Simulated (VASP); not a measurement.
# B3C2 (P6/mmm) in VASP: a series of runs

Runs on B3C2. Level: PBE. Tasks: relaxation of cell and atoms, single point.

Everything below comes from runs of VASP 6.6.1. Logs are shortened: lines on timing, memory, paths and dates and some standing lists are left out, and cuts for length are marked.

### 1 The cell of the first run

It takes space group P6/mmm (No. 191, hexagonal). Conventional cell: a = 3.946 Å, b = 3.946 Å, c = 4.317 Å, α = 90.00°, β = 90.00°, γ = 120.00°. Within 1.5 Å of B (site symmetry mmm) lie 2 C at 1.14 Å. C (site symmetry -6m2) has 3 B at 1.14 Å within 1.5 Å.

The cell was built from a structure type or drawn by symmetry, and may not be a known phase.

### 2 Relaxation of cell and atoms, PBE

Contents of INCAR:

```
PREC = Accurate
ENCUT = 600
EDIFF = 1E-6
ISMEAR = 0
SIGMA = 0.1
LREAL = False
LASPH = True
NELM = 60
ALGO = Normal
ISIF = 3
LWAVE = False
LCHARG = False
GGA = PE
IBRION = 2
NSW = 90
EDIFFG = -0.04
```

Contents of KPOINTS:

```
regular mesh
0
Gamma
  6 6 4
```

Contents of POSCAR:

```
B3C2
1.0
    3.9462724500      0.0000000000      0.0000000000
   -1.9731362300      3.4175721900      0.0000000000
    0.0000000000      0.0000000000      4.3169870600
B C
3 2
Direct
    0.5000000000      0.0000000000      0.0000000000
    0.0000000000      0.5000000000      0.0000000000
    0.5000000000      0.5000000000      0.0000000000
    0.3333333300      0.6666666700      0.0000000000
    0.6666666700      0.3333333300      0.0000000000
```

Potentials or basis: VASP PAW PBE potentials, release 64 (B, C).

Launch:

```bash
$ cat potpaw_PBE.64/B/POTCAR potpaw_PBE.64/C/POTCAR > POTCAR
$ mpirun -np 1 vasp_std > vasp.out
```

OUTCAR:

```text
PREC = Accurate
   ENCUT = 600
   EDIFF = 1E-6
   ISMEAR = 0
   LREAL = False
   LASPH = True
   NELM = 60
   ISIF = 3
   GGA = PE
   IBRION = 2
   NSW = 90
   EDIFFG = -0.04

 ion  position               nearest neighbor table
   1  0.500  0.000  0.000-   4 1.14   5 1.14   2 1.97   2 1.97   3 1.97   3 1.97
   2  0.000  0.500  0.000-   4 1.14   5 1.14   1 1.97   1 1.97   3 1.97   3 1.97
   3  0.500  0.500  0.000-   4 1.14   5 1.14   2 1.97   2 1.97   1 1.97   1 1.97
   4  0.333  0.667  0.000-   2 1.14   1 1.14   3 1.14
   5  0.667  0.333  0.000-   2 1.14   1 1.14   3 1.14

  LATTYP: Found a hexagonal cell.
 ALAT       =     3.9462724500
 C/A-ratio  =     1.0939404501

  Lattice vectors:

 A1 = (   3.9462724500,   0.0000000000,   0.0000000000)
 A2 = (  -1.9731362300,   3.4175721900,   0.0000000000)
 A3 = (   0.0000000000,   0.0000000000,   4.3169870600)

Analysis of symmetry for initial positions (statically):
=====================================================================
 Subroutine PRICEL returns:
 Original cell was already a primitive cell.

 Routine SETGRP: Setting up the symmetry group for a
 hexagonal supercell.

 Subroutine GETGRP returns: Found 24 space group operations
 (whereof 24 operations were pure point group operations)
 out of a pool of 24 trial point group operations.

The static configuration has the point symmetry D_6h.

Analysis of symmetry for dynamics (positions and initial velocities):
=====================================================================
 Subroutine PRICEL returns:
 Original cell was already a primitive cell.

 Routine SETGRP: Setting up the symmetry group for a
 hexagonal supercell.

 Subroutine GETGRP returns: Found 24 space group operations
 (whereof 24 operations were pure point group operations)
 out of a pool of 24 trial point group operations.

The dynamic configuration has the point symmetry D_6h.

 Subroutine INISYM returns: Found 24 space group operations
 (whereof 24 operations are pure point group operations),
 and found     1 'primitive' translations

----------------------------------------------------------------------------------------

                                     Primitive cell

  volume of cell :      58.2218

  direct lattice vectors                    reciprocal lattice vectors
     3.946272450  0.000000000  0.000000000     0.253403690  0.146302689  0.000000000
    -1.973136230  3.417572190  0.000000000     0.000000000  0.292605377  0.000000000
     0.000000000  0.000000000  4.316987060     0.000000000  0.000000000  0.231643039
[... 100 lines left out ...]
   EFERMI =   0.00;   METHOD = LEGACY
   ISMEAR =     0;   SIGMA  =   0.10  broadening in eV -4-tet -1-fermi 0-gaus
   EFERMI_NEDOS =   21; number of points for ismear=-14 and -15
   IALGO  =     38    algorithm
   IMIX   =      4    mixing-type and parameters
     AMIX     =   0.40;   BMIX     =  1.00
     AMIX_MAG =   1.60;   BMIX_MAG =  1.00
  volume/ion in A,a.u.               =      11.64        78.58
  Fermi-wavevector in a.u.,A,eV,Ry     =   1.086082  2.052397 16.049081  1.179574
  Thomas-Fermi vector in A             =   2.222211
   LORBIT       =      0    0 simple, 1 ext, 2 COOP (PROOUT), +10 PAW based schemes
   GGA     = PE    functional components
   LHFCALC =     F    Hartree Fock is set to
   AEXX    =    0.0000 exact exchange contribution
   IVDW    =     0    specifies the selected vdW correction
   LEPSILON=     F    determine dielectric tensor
   LRPA    =     F    only Hartree local field effects (RPA)
 conjugate gradient relaxation of ions
 non-spin polarized calculation
 Gauss-broadening in eV      SIGMA  =   0.10
  energy-cutoff  :      600.00
  volume of cell :       58.22
 maximum number of plane-waves:      1956
 NGX is ok and might be reduce to    32
   NGX = 15   NGY = 15   NGZ = 17

--------------------------------------- Ionic step        1  -------------------------------------------

 number of electron      16.9999999 magnetization

 Free energy of the ion-electron system (eV)
  ---------------------------------------------------
  ext. energy  EPLUGINS =         0.00000000
  ---------------------------------------------------
  free energy    TOTEN  =       -14.65899089 eV

  energy without entropy =      -14.64094061  energy(sigma->0) =      -14.64996575

------------------------ aborting loop because EDIFF is reached ----------------------------------------

  FORCE on cell =-STRESS in cart. coord.  units (eV):
  Direction    XX          YY          ZZ          XY          YZ          ZX
  --------------------------------------------------------------------------------------
  -------------------------------------------------------------------------------------
  Total       88.3497458     88.3497457     -0.7459494     -0.0000001     -0.0000000      0.0000000
  in kB     2431.2542458   2431.2542430    -20.5274230     -0.0000036     -0.0000000      0.0000000
  external PRESSURE =    1613.9936886 kB  Pullay stress =       0.0000000 kB
[... 26 lines left out ...]
--------------------------------------- Ionic step        2  -------------------------------------------

 number of electron      17.0000024 magnetization

 E-fermi :  -2.4776     XC(G=0):  -5.1234

 val. band max:       -2.4840867353   @ k =   0.3333   0.1667   0.2500
 cond. band min:      -2.4516478253   @ k =   0.1667   0.0000   0.2500
 fundamental gap:      0.0324389100
 Fermi energy:        -2.4775976912

 k-point     1 :       0.0000    0.0000    0.0000
  band No.  band energies     occupation
      1     -12.7390      2.00000
      2     -12.0021      2.00000
      3      -8.3425      2.00000
      4      -8.3425      2.00000
      5      -5.1729      2.00000
      6      -5.1728      2.00000
      7      -4.3715      2.00000
      8      -3.2662      2.00000
      9      -1.8865      0.00000
     10      -1.4014      0.00000
     11      -0.6342      0.00000
     12      -0.6341      0.00000
[... 531 lines left out ...]
--------------------------------------- Ionic step        8  -------------------------------------------

 number of electron      16.9999996 magnetization

 Free energy of the ion-electron system (eV)
  ---------------------------------------------------
  ext. energy  EPLUGINS =         0.00000000
  ---------------------------------------------------
  free energy    TOTEN  =       -34.30263637 eV

  energy without entropy =      -34.29445421  energy(sigma->0) =      -34.29854529

 E-fermi :   0.8849     XC(G=0):  -6.8174

 val. band max:        0.8804721622   @ k =   0.3333  -0.0000   0.0000
 cond. band min:       0.9634328377   @ k =   0.1667   0.1667   0.0000
 fundamental gap:      0.0829606755
 Fermi energy:         0.8849136564

 k-point     1 :       0.0000    0.0000    0.0000
  band No.  band energies     occupation
      1     -14.3592      2.00000
      2     -12.8044      2.00000
      3      -7.6954      2.00000
      4      -7.6954      2.00000
      5      -6.4458      2.00000
      6      -6.4458      2.00000
      7      -4.3964      2.00000
      8      -0.2756      2.00000
      9       1.7085      0.00000
     10       1.7085      0.00000
     11       2.1041      0.00000
     12       2.4492      0.00000
[... 330 lines left out ...]
  FREE ENERGIE OF THE ION-ELECTRON SYSTEM (eV)
  ---------------------------------------------------
  free  energy   TOTEN  =       -34.3026363667 eV

  energy  without entropy=      -34.2944542108  energy(sigma->0) =      -34.29854529

 reached required accuracy - stopping structural energy minimisation
```

OSZICAR:

```text
N       E                     dE             d eps       ncg     rms          rms(c)
DAV:   1     0.123634218426E+03    0.12363E+03   -0.89528E+03   504   0.135E+03
DAV:   2    -0.246471011608E+02   -0.14828E+03   -0.14310E+03   800   0.292E+02
DAV:   3    -0.342745831071E+02   -0.96275E+01   -0.95166E+01   636   0.781E+01
[... 100 lines left out ...]
DAV:   3    -0.343026576913E+02    0.16910E-03   -0.61247E-04   664   0.150E-01    0.291E-02
DAV:   4    -0.343026474465E+02    0.10245E-04   -0.16959E-05   644   0.290E-02    0.224E-02
DAV:   5    -0.343026350197E+02    0.12427E-04   -0.76567E-05   580   0.521E-02    0.369E-03
DAV:   6    -0.343026365121E+02   -0.14925E-05   -0.37171E-06   548   0.131E-02    0.431E-03
DAV:   7    -0.343026363667E+02    0.14540E-06   -0.12746E-06   300   0.768E-03
   8 F= -.34302636E+02 E0= -.34298545E+02  d E =-.277909E-02
```

CONTCAR:

```text
B3C2
   1.00000000000000
     5.0569028035007815   -0.0000000016081314   -0.0000000000000000
    -2.5284514095502622    4.3794062895108334    0.0000000000000000
    -0.0000000000000000   -0.0000000000000000    4.3078779513520118
  B               C
     3     2
Direct
     0.5000000000000000    0.0000000000000000    1.0000000000000000
     0.0000000000000000    0.5000000000000000    1.0000000000000000
     0.5000000000000000    0.5000000000000000    1.0000000000000000
     0.3333333300000021    0.6666666699999979    0.0000000000000000
     0.6666666699999979    0.3333333300000021    0.0000000000000000

  0.00000000E+00  0.00000000E+00  0.00000000E+00
  0.00000000E+00  0.00000000E+00  0.00000000E+00
  0.00000000E+00  0.00000000E+00  0.00000000E+00
  0.00000000E+00  0.00000000E+00  0.00000000E+00
  0.00000000E+00  0.00000000E+00  0.00000000E+00
```

It took 91 s on 1 thread of AMD EPYC 7R13 (Zen 3), shared host; peak memory 0.15 GiB.

Results:

- Free energy: -34.3026 eV
- Relaxed volume: 19.08 Å³/atom
- Relaxed cell: a = 5.057 Å, b = 5.057 Å, c = 4.308 Å, α = 90.00°, β = 90.00°, γ = 120.00°
- Space group after relaxing (to 0.1 Å): P6/mmm (No. 191)
- Energy gained by relaxing: 3928.7 meV/atom
- Ionic steps: 8
- Pressure after relaxing: 0.1 GPa
- Band gap on the k mesh: zero (an odd number of electrons rules out a gap without spin polarisation)

Stress tensor (GPa, compression positive):
```
0.01 0.00 0.00
0.00 0.01 0.00
0.00 0.00 0.13
```

Step by step:
| step | energy change (eV) | largest force (eV/Å) | pressure (GPa) | volume (Å³) |
| --- | --- | --- | --- | --- |
| 1 | 0.0000 | 0.0000 | 161.40 | 58.22 |
| 2 | -1.3599 | 0.0000 | -15.97 | 198.35 |
| 3 | -19.1619 | 0.0000 | -10.18 | 104.30 |
| 4 | -19.5395 | 0.0000 | -4.66 | 99.02 |
| 5 | -19.6434 | 0.0000 | 0.31 | 95.19 |
| 6 | -19.6409 | 0.0000 | -0.86 | 96.02 |
| 7 | -19.6408 | 0.0000 | 0.98 | 94.78 |
| 8 | -19.6436 | 0.0000 | 0.05 | 95.40 |

Final structure:
```
CELL_PARAMETERS angstrom
5.05690 0.00000 0.00000
-2.52845 4.37941 0.00000
0.00000 0.00000 4.30788
ATOMIC_POSITIONS crystal
B 0.50000 0.00000 0.00000
B 0.00000 0.50000 0.00000
B 0.50000 0.50000 0.00000
C 0.33333 0.66667 0.00000
C 0.66667 0.33333 0.00000
```

Levels at points of the mesh, in eV from the Fermi level:
```
           k point  band 4  band 5  band 6  band 7  band 8  band 9  band 10  band 11  band 12
(0.00, 0.00, 0.00)   -8.58   -7.33   -7.33   -5.28   -1.16    0.82     0.82     1.22     1.56
(0.50, 0.00, 0.00)   -8.67   -6.98   -6.53   -4.43   -3.32   -0.25     1.12     1.44     3.13
(0.00, 0.00, 0.50)   -8.52   -7.31   -7.31   -5.95   -1.55    0.92     0.92     0.95     0.95
(0.50, 0.00, 0.50)   -8.61   -6.96   -6.51   -5.03   -3.89   -0.04     0.69     1.21     3.00
```

Caveat: the k points lie up to 0.36 Å⁻¹ apart in the final cell, too coarse for converged energies and pressures of a metal; the volume moved by over 15 % at a fixed basis, so the end points are rough; this functional lacks dispersion, which binds the layers, so the pressure and a relaxed spacing across them are unreliable.

### 3 Single point, PBE

This run uses another cell than the first one, of 20.22 Å³/atom.

Contents of INCAR:

```
SYSTEM = B3C2
ALGO = Normal
EDIFF = 1E-7
ENCUT = 520
GGA = PE
ISIF = 2
ISMEAR = 0
LASPH = .TRUE.
LCHARG = .FALSE.
LREAL = .FALSE.
LWAVE = .FALSE.
NBANDS = 16
NELM = 80
PREC = Accurate
SIGMA = 0.1
```

Contents of KPOINTS:

```
k-points
0
G
  12 12 8
  0 0 0
```

Contents of POSCAR:

```
B3C2
1.0
    5.0644539219      0.0000000000      0.0000000000
   -2.5322269610      4.3859457527      0.0000000000
    0.0000000000      0.0000000000      4.5507103486
B C
3 2
Direct
    0.5000000000      0.0000000000      0.0000000000
    0.0000000000      0.5000000000      0.0000000000
    0.5000000000      0.5000000000      0.0000000000
    0.3333333333      0.6666666667      0.0000000000
    0.6666666667      0.3333333333      0.0000000000
```

Potentials or basis: VASP PAW PBE potentials, release 64 (B, C).

Launch:

```bash
$ cat potpaw_PBE.64/B/POTCAR potpaw_PBE.64/C/POTCAR > POTCAR
$ mpirun -np 1 vasp_std > vasp.out
```

OUTCAR:

```text
SYSTEM = B3C2
   EDIFF = 1E-7
   ENCUT = 520
   GGA = PE
   ISIF = 2
   ISMEAR = 0
   LASPH = .TRUE.
   LREAL = .FALSE.
   NELM = 80
   PREC = Accurate

 ion  position               nearest neighbor table
   1  0.500  0.000  0.000-   4 1.46   5 1.46
   2  0.000  0.500  0.000-   4 1.46   5 1.46
   3  0.500  0.500  0.000-   4 1.46   5 1.46
   4  0.333  0.667  0.000-   2 1.46   1 1.46   3 1.46
   5  0.667  0.333  0.000-   2 1.46   1 1.46   3 1.46
[... 660 lines left out ...]
  Direction    XX          YY          ZZ          XY          YZ          ZX
  --------------------------------------------------------------------------------------
  -------------------------------------------------------------------------------------
  Total       -0.0100027     -0.0100027      0.0025682      0.0000000     -0.0000000      0.0000000
  in kB       -0.1585450     -0.1585450      0.0407063      0.0000000     -0.0000000      0.0000000
  external PRESSURE =      -0.0921279 kB  Pullay stress =       0.0000000 kB

 VOLUME and BASIS-vectors are now :
 -----------------------------------------------------------------------------
  energy-cutoff  :      520.00
  volume of cell :      101.08
      direct lattice vectors                 reciprocal lattice vectors
     5.064453922  0.000000000  0.000000000     0.197454655  0.114000498  0.000000000
    -2.532226961  4.385945753  0.000000000     0.000000000  0.228000996  0.000000000
     0.000000000  0.000000000  4.550710349     0.000000000  0.000000000  0.219745913

 POSITION                                       TOTAL-FORCE (eV/Angst)
 -----------------------------------------------------------------------------------
      2.53223      0.00000      0.00000         0.000000      0.000000      0.000000
     -1.26611      2.19297      0.00000        -0.000000      0.000000      0.000000
      1.26611      2.19297      0.00000        -0.000000      0.000000      0.000000
     -0.00000      2.92396      0.00000        -0.000000     -0.000000      0.000000
      2.53223      1.46198      0.00000         0.000000      0.000000      0.000000
 -----------------------------------------------------------------------------------
    total drift:                               -0.000000     -0.000000      0.000000

  FREE ENERGIE OF THE ION-ELECTRON SYSTEM (eV)
  ---------------------------------------------------
  free  energy   TOTEN  =       -34.3411849684 eV

  energy  without entropy=      -34.3296983794  energy(sigma->0) =      -34.33544167
```

stdout:

```text
POSCAR found type information on POSCAR B C
 POSCAR found :  2 types and       5 ions
 scaLAPACK will be used
 LDA part: xc-table for (Slater+PW92), standard interpolation
 POSCAR, INCAR and KPOINTS ok, starting setup
 FFT: planning ... GRIDC
 FFT: planning ... GRID_SOFT
 FFT: planning ... GRID
 WAVECAR not read
 entering main loop
```

Run time: 1.9 min. Hardware: 1 thread of AMD EPYC 7R13 (Zen 3), shared host; peak memory 0.27 GiB.

Results:

```
Free energy            : -34.3412 eV
Pressure               : 0.0 GPa
Band gap on the k mesh : zero (an odd number of electrons rules out a gap without spin polarisation)
```

Levels at points of the mesh, in eV from the Fermi level:
```
           k point  band 6  band 7  band 8  band 9  band 10  band 11
(0.00, 0.00, 0.00)   -7.27   -5.32   -1.18    0.87     0.87     1.27
(0.50, 0.00, 0.00)   -6.47   -4.46   -3.36   -0.19     1.16     1.36
(0.00, 0.00, 0.50)   -7.26   -5.80   -1.44    0.96     0.96     1.04
(0.50, 0.00, 0.50)   -6.47   -4.89   -3.76   -0.04     0.82     1.22
```

Caveat: this functional lacks dispersion, which binds the layers, so the pressure and a relaxed spacing across them are unreliable.

### 4 Single point, PBE, collinear spin

This run uses another cell than the first one, of 18.70 Å³/atom.

Contents of INCAR:

```
SYSTEM = B3C2
ALGO     = Normal         ! electronic algorithm
EDIFF    = 1E-6           ! SCF threshold, eV
ENCUT    = 520            ! plane-wave cutoff, eV
GGA      = PE             ! functional
ISIF     = 2              ! what is computed and relaxed
ISMEAR   = 0              ! smearing method
ISPIN    = 2              ! spin polarisation
LASPH    = .True.         ! aspherical terms in the spheres
LCHARG   = .False.        ! write CHGCAR
LORBIT   = 11             ! projections on sites
LREAL    = .False.        ! projectors in reciprocal space
LWAVE    = .False.        ! write WAVECAR
MAGMOM   = 0 0 0 1 1      ! initial moments
NBANDS   = 20             ! bands
NELM     = 150            ! most SCF steps
PREC     = Accurate       ! precision mode
SIGMA    = 0.1            ! smearing width, eV
```

Contents of KPOINTS:

```
k-points
0
Gamma
  6 6 4
  0 0 0
```

Changes to POSCAR since step 3:

```diff
@@ -2,5 +2,5 @@
 1.0
-    5.0644539219      0.0000000000      0.0000000000
-   -2.5322269610      4.3859457527      0.0000000000
-    0.0000000000      0.0000000000      4.5507103486
+    5.0646686679      0.0000000000      0.0000000000
+   -2.5323343340      4.3861317282      0.0000000000
+    0.0000000000      0.0000000000      4.2087222223
 B C
```

Launch:

```bash
$ cat potpaw_PBE.64/B/POTCAR potpaw_PBE.64/C/POTCAR > POTCAR
$ mpirun -np 1 vasp_std > vasp.out
```

Wall time 58 s (1 thread of AMD EPYC 7R13 (Zen 3), shared host); peak memory 0.24 GiB.

Results (log left out):

| Property | Result |
| --- | --- |
| Free energy | -34.3361 eV |
| Pressure | 0.0 GPa |
| Net moment | 0.00 μB per cell |
| Valence electrons inside the program's atomic spheres | B 1.94; C 2.66 |

Stress tensor (GPa, compression positive):
```
-0.10  0.00  0.00
 0.00 -0.10  0.00
 0.00  0.00  0.29
```

Levels at points of the mesh, in eV from the Fermi level:
Spin up:
| k point | band 4 | band 5 | band 6 | band 7 | band 8 | band 9 | band 10 | band 11 | band 12 | band 13 |
| --- | --- | --- | --- | --- | --- | --- | --- | --- | --- | --- |
| (0.00, 0.00, 0.00) | -8.57 | -7.30 | -7.30 | -5.19 | -1.11 | 0.81 | 0.81 | 1.22 | 1.62 | 1.62 |
| (0.50, 0.00, 0.00) | -8.65 | -6.97 | -6.50 | -4.34 | -3.25 | -0.26 | 1.10 | 1.50 | 3.12 | 3.89 |
| (0.00, 0.00, 0.50) | -8.50 | -7.27 | -7.27 | -5.96 | -1.56 | 0.87 | 0.87 | 0.96 | 0.96 | 2.74 |
| (0.50, 0.00, 0.50) | -8.58 | -6.93 | -6.49 | -5.04 | -3.91 | -0.02 | 0.65 | 1.22 | 2.98 | 3.19 |
Spin down:
| k point | band 5 | band 6 | band 7 | band 8 | band 9 | band 10 | band 11 | band 12 |
| --- | --- | --- | --- | --- | --- | --- | --- | --- |
| (0.00, 0.00, 0.00) | -7.30 | -7.30 | -5.19 | -1.11 | 0.82 | 0.82 | 1.22 | 1.62 |
| (0.50, 0.00, 0.00) | -6.97 | -6.50 | -4.34 | -3.25 | -0.26 | 1.11 | 1.50 | 3.12 |
| (0.00, 0.00, 0.50) | -7.27 | -7.27 | -5.96 | -1.56 | 0.87 | 0.87 | 0.96 | 0.96 |
| (0.50, 0.00, 0.50) | -6.93 | -6.49 | -5.04 | -3.91 | -0.02 | 0.65 | 1.22 | 2.98 |

Caveat: the k points lie up to 0.37 Å⁻¹ apart; this functional lacks dispersion, which binds the layers, so the pressure and a relaxed spacing across them are unreliable.

(Part 1 of 2 ends here.)
